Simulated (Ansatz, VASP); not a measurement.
Be7Br in VASP and in Ansatz

The input INCAR:

```
SYSTEM = Be7Br
PREC = Accurate
ENCUT = 600
EDIFF = 1E-6
ISMEAR = 0
SIGMA = 0.1
LREAL = .False.
LASPH = .True.
NELM = 80
ALGO = Normal
ISIF = 3
LWAVE = .False.
LCHARG = .False.
GGA = PE
IBRION = 2
NSW = 100
EDIFFG = -0.01
```

Contents of KPOINTS:

```
regular mesh
0
Gamma
  10 10 10
  0 0 0
```

POSCAR

```
Be7Br
1.0
   -2.7919815400      2.7919815400      2.7919815400
    2.7919815400     -2.7919815400      2.7919815400
    2.7919815400      2.7919815400     -2.7919815400
Be Br
7 1
Direct
    0.0000000000      0.5000000000      0.5000000000
    0.5000000000      0.5000000000      0.0000000000
    0.5000000000      0.0000000000      0.5000000000
    0.0000000000      0.0000000000      0.5000000000
    0.0000000000      0.5000000000      0.0000000000
    0.5000000000      0.0000000000      0.0000000000
    0.5000000000      0.5000000000      0.5000000000
    0.0000000000      0.0000000000      0.0000000000
```

Input for Ansatz:

```yaml
crystal:
  lattice:
    - [-2.79198154, 2.79198154, 2.79198154]
    - [2.79198154, -2.79198154, 2.79198154]
    - [2.79198154, 2.79198154, -2.79198154]
  atoms:
    - { symbol: Be, position: [0.0, 0.5, 0.5] }
    - { symbol: Be, position: [0.5, 0.5, 0.0] }
    - { symbol: Be, position: [0.5, 0.0, 0.5] }
    - { symbol: Be, position: [0.0, 0.0, 0.5] }
    - { symbol: Be, position: [0.0, 0.5, 0.0] }
    - { symbol: Be, position: [0.5, 0.0, 0.0] }
    - { symbol: Be, position: [0.5, 0.5, 0.5] }
    - { symbol: Br, position: [0.0, 0.0, 0.0] }
basis:
  ecutwfc: 420
kpoints:
  mp_grid: { grid: [10, 10, 10] }
hamiltonian:
  xc: pbe
scf:
  occupations: { method: gaussian, width: 0.1 }
output:
  forces: true
  stress: true
  eigenvalues: true
relax:
  adjacent_minimum: "off"
  f_tol: 0.01
  max_steps: 80
  cell: { stress_tol: 0.05 }
```

Change from the starting cell: species swapped into the Fe7Co type (Im-3m, No. 229).

Alike in both runs: task relaxation of cell and atoms; functional PBE; k mesh 10 × 10 × 10; occupations gaussian, width 0.1 eV; no spin polarisation.

|  | VASP | Ansatz |
| --- | --- | --- |
| version | VASP 6.6.1 | Ansatz 0.2.0 |
| potentials or method | VASP PAW PBE potentials, release 64 (Be, Br), cutoff 600 eV | scalar-relativistic, plane waves, PAW |
| valence electrons in the cell | 21 | 21 |

Ansatz gave:

```
gap on the k mesh at the Fermi level, each at its own relaxed structure (eV) : none
relaxed volume (Å³/atom)                                                     : 10.74
relaxed length of the cell vector where the two differ most in proportion (Å)              : 4.815
```

**Question.** Which values does VASP return?

**Answer.** gap on the k mesh at the Fermi level, each at its own relaxed structure (eV): none; relaxed volume (Å³/atom): 10.75; relaxed length of the cell vector where the two differ most in proportion (Å): 4.816.

A gap of «none» marks a metal or a gap that the smearing closes.
